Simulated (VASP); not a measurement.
Set up this calculation in VASP 6.6.1, as the native input.

| Item | Value |
| --- | --- |
| Task | single point |
| Functional | PBE |
| Potentials or basis | VASP PAW PBE potentials, release 64 (As, B) |
| Cutoff | 520 eV |
| k mesh | 1 × 1 × 1, shifted |
| Occupations | fermi-dirac, width 0.3447 eV |
| Spin | no spin polarisation |
| Dipole correction | no |
| Further INCAR settings | LREAL = Auto; ALGO = Normal; EDIFF = 1e-07; NBANDS = 60; ISYM = 0 |

The structure of B15As8 lies in POSCAR:

```
B15As8
1.0
    6.7523970000     -0.0821590000     -0.0565340000
   -0.0821590000      6.5439730000      0.0455560000
   -0.0565340000      0.0455560000      7.1307640000
As B
8 15
Direct
    0.7233751257      0.9089201089      0.7447564560
    0.3430606257      0.6941036199      0.2950911017
    0.5727328409      1.2025021369      0.9790947633
    0.0060175862     -0.2544770840      0.4616640175
    0.0916779712      0.2588429862      0.7549753535
    0.2213062749      0.1024039770      0.2448512128
    0.4119768499      0.2141742813      0.5905455258
    0.6961750534      0.5448689524      0.5430971366
    0.5532685406      0.6414534172      0.8114880021
    0.7946074871      1.3057250783      0.2353476749
    0.5211205892      0.9095785235      0.1734008126
    0.7381418588      0.7930845738      1.2721696232
   -0.0164425125      0.9272233296      1.0929332191
   -0.0397394339      0.4869527394      0.9630667558
    0.7200690848      0.5897089376      0.1187503338
    0.3582796087      0.4249320731      0.1963271781
    0.8108700705      0.5895292045      0.8080182062
    0.5889002376      0.3906898502      0.2068580056
    0.2116888133      0.4977436703      0.9269251380
    0.8806873296      0.1094090906      0.0840121110
    0.1276391653      0.7108406383      1.0829476191
    0.2052889487      0.3539264852      0.3606543886
   -0.0246223728      0.3499804974      0.4093450978
```

The input as run:

INCAR

```
ALGO = Normal ; EDIFF = 1E-7
ENCUT = 520 ; GGA = PE
ISIF = 2 ; ISMEAR = -1
ISYM = 0 ; LASPH = True
LCHARG = False ; LREAL = Auto
LWAVE = False ; NBANDS = 60
NELM = 100 ; PREC = Accurate
SIGMA = 0.3447
```

KPOINTS

```
Automatic mesh
0
Gamma
  1 1 1
  0.25 0.25 0.25
```

Potentials or basis: VASP PAW PBE potentials, release 64 (As, B).

Command:

```bash
$ cat potpaw_PBE.64/As/POTCAR potpaw_PBE.64/B/POTCAR > POTCAR
$ mpirun -np 1 vasp_std > vasp.out
```

Results of the run:

```
Pressure      : 4.0 GPa
Largest force : 8.573 eV/Å
```

Caveat: the k points lie up to 0.96 Å⁻¹ apart.

It took 78 s on 1 thread of AMD EPYC 7R13 Processor (Zen 3), with other jobs on the host, peak memory 0.29 GiB.
